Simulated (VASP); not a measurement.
Write the native input for VASP 6.6.1 that does the following.

| Item | Value |
| --- | --- |
| Task | single point |
| Functional | PBEsol |
| Potentials or basis | VASP PAW PBE potentials, release 64 (Bi_d, Te, Se) |
| Cutoff | 520 eV |
| k mesh | 12 × 12 × 12 |
| Occupations | gaussian, width 0.05 eV |
| Spin | no spin polarisation |
| Dipole correction | no |
| Further INCAR settings | ALGO = Normal; EDIFF = 1e-06; NBANDS = 32 |

The structure of Bi2TeSe2 lies in POSCAR:

```
Bi2TeSe2
1.0
    2.0287562046      1.1713029409      9.7123300000
   -2.0287562046      1.1713029409      9.7123300000
    0.0000000000     -2.3426058817      9.7123300000
Bi Te Se
2 1 2
Direct
    0.3980600000      0.3980600000      0.3980600000
    0.6019400000      0.6019400000      0.6019400000
    0.0000000000      0.0000000000      0.0000000000
    0.2116000000      0.2116000000      0.2116000000
    0.7884000000      0.7884000000      0.7884000000
```

This cell differs from its parent crystal: strain -0.030 along x and y, +0.000 along z.

These files were run (other wordings do the same):

INCAR

```
SYSTEM = Bi2TeSe2
PREC = Accurate ; ENCUT = 520
EDIFF = 1E-6 ; ISMEAR = 0
SIGMA = 0.05 ; LREAL = .False.
LASPH = .True. ; NELM = 100
ALGO = Normal ; ISIF = 2
LWAVE = .False. ; LCHARG = .True.
GGA = PS ; LELF = .True.
LVHAR = .True. ; NBANDS = 32
LUSENCCL = .False.
```

KPOINTS

```
regular mesh
0
Gamma
  12 12 12
  0 0 0
```

Potentials or basis: VASP PAW PBE potentials, release 64 (Bi_d, Te, Se).

Launch:

```console
$ cat potpaw_PBE.64/Bi_d/POTCAR potpaw_PBE.64/Te/POTCAR potpaw_PBE.64/Se/POTCAR > POTCAR
$ mpirun -np 1 vasp_std > vasp.out
```

Results of the run:

```json
{
  "Pressure": "6.5 GPa",
  "Largest force": "1.944 eV/Å",
  "Band gap on the k mesh": "0.48 eV"
}
```

Caveat: the cell differs from its parent crystal (strain -0.030 along x and y, +0.000 along z); the cell stands under pressure; the PAW data sets were made with another functional, which shifts forces and pressure a little; spin-orbit coupling is left out, which moves the levels of the heavy elements.

Wall time 13 min on 1 × NVIDIA H100 80GB with 1 thread of AMD EPYC 7R13 Processor (Zen 3) (shared host), peak memory 2.3 GiB.
